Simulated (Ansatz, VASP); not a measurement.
Sb: VASP beside Ansatz

The input INCAR:

```
SYSTEM = Sb
ALGO     = Normal         ! electronic algorithm
EDIFF    = 1E-6           ! SCF threshold, eV
ENCUT    = 520            ! plane-wave cutoff, eV
GGA      = CA             ! functional
ISIF     = 2              ! what is computed and relaxed
ISMEAR   = -1             ! smearing method
LASPH    = .TRUE.         ! aspherical terms in the spheres
LCHARG   = .FALSE.        ! write CHGCAR
LREAL    = .FALSE.        ! projectors in reciprocal space
LWAVE    = .FALSE.        ! write WAVECAR
NBANDS   = 8              ! bands
NELM     = 80             ! most SCF steps
PREC     = Accurate       ! precision mode
SIGMA    = 0.05           ! smearing width, eV
```

The input KPOINTS:

```
k-points
0
G
  13 13 13
  0 0 0
```

POSCAR

```
Sb
1.0
    3.2015837161      0.0000000000      0.0000000000
    0.0000000000      3.2015837161      0.0000000000
    0.0000000000      0.0000000000      3.2015837161
Sb
1
Direct
    0.0000000000      0.0000000000      0.0000000000
```

Input for Ansatz:

```yaml
crystal:
  lattice:
    - [3.2015837161, 0.0, 0.0]
    - [0.0, 3.2015837161, 0.0]
    - [0.0, 0.0, 3.2015837161]
  atoms:
    - { symbol: Sb, position: [0.0, 0.0, 0.0] }
kpoints:
  mp_grid: { grid: [13, 13, 13] }
scf:
  occupations: { method: fermi_dirac, width: 0.05 }
hamiltonian:
  xc: lda
  pseudopotentials: { kind: all_electron, lapw: { basis_error: 0.001 } }
output:
  forces: true
  stress: true
  eigenvalues: true
```

Change from the starting cell: functional lda, volume scaled by 1.04.

Alike in both runs: task single point; functional LDA; k mesh 13 × 13 × 13; occupations fermi-dirac, width 0.05 eV; no spin polarisation.

|  | VASP | Ansatz |
| --- | --- | --- |
| version | VASP 6.6.1 | Ansatz 0.2.0 |
| potentials or method | VASP PAW LDA potentials, release 64 (Sb), cutoff 520 eV | all-electron LAPW, scalar-relativistic |

|  | VASP | Ansatz | Ansatz less VASP |
| --- | --- | --- | --- |
| pressure (GPa) | -7.2 | -7.2 | -0.03 |

LDA's correlation is that of Perdew and Zunger in VASP and of Perdew and Wang (1992) in Ansatz. Ansatz ran all-electron here, and VASP with PAW potentials.

Neither program's run includes spin-orbit coupling.
